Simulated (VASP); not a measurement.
Set up this calculation in VASP 6.6.1, as the native input.

```
Task                   : single point
Functional             : PBE
Potentials or basis    : VASP PAW PBE potentials, release 64 (Cu, F)
Cutoff                 : 520 eV
k mesh                 : 9 × 9 × 4
Occupations            : fermi-dirac, width 0.02 eV
Spin                   : no spin polarisation
Dipole correction      : no
Further INCAR settings : ALGO = Normal; EDIFF = 1e-07; NBANDS = 26
```

The structure of CuF lies in POSCAR:

```
CuF
1.0
    3.5708257896      0.0000000000      0.0000000000
   -1.7854128948      3.0924258462      0.0000000000
    0.0000000000      0.0000000000      5.5699291483
Cu F
2 2
Direct
    0.3333333333      0.6666666667      0.2500000000
    0.6666666667      0.3333333333      0.7500000000
    0.6666666667      0.3333333333      0.2500000000
    0.3333333333      0.6666666667      0.7500000000
```

This cell differs from its parent crystal: volume changed by +3%.

The input as run:

INCAR

```
  PREC = Accurate
  ENCUT = 520
  EDIFF = 1E-7
  ISMEAR = -1
  SIGMA = 0.02
  LREAL = False
  LASPH = True
  NELM = 100
  ALGO = Normal
  ISIF = 2
  LWAVE = False
  LCHARG = True
  GGA = PE
  LELF = True
  LVHAR = True
  NBANDS = 26
```

KPOINTS

```
Automatic mesh
0
Gamma
  9 9 4
```

Potentials or basis: VASP PAW PBE potentials, release 64 (Cu, F).

Run with:

```sh
$ cat potpaw_PBE.64/Cu/POTCAR potpaw_PBE.64/F/POTCAR > POTCAR
$ mpirun -np 1 vasp_std > vasp.out
```

Results of the run:

The pressure is -1.6 GPa. The band gap on the k mesh is zero (band 18 reaches 2.30 eV, above the bottom of band 19 at 2.25 eV).

Caveat: semilocal functionals often make such compounds metallic where correlation or magnetic order opens a gap, which also shifts bond lengths.

Run time: 43 s on 1 thread of Intel(R) Xeon(R) Platinum 8559C (Emerald Rapids), on a shared host, peak memory 0.19 GiB.
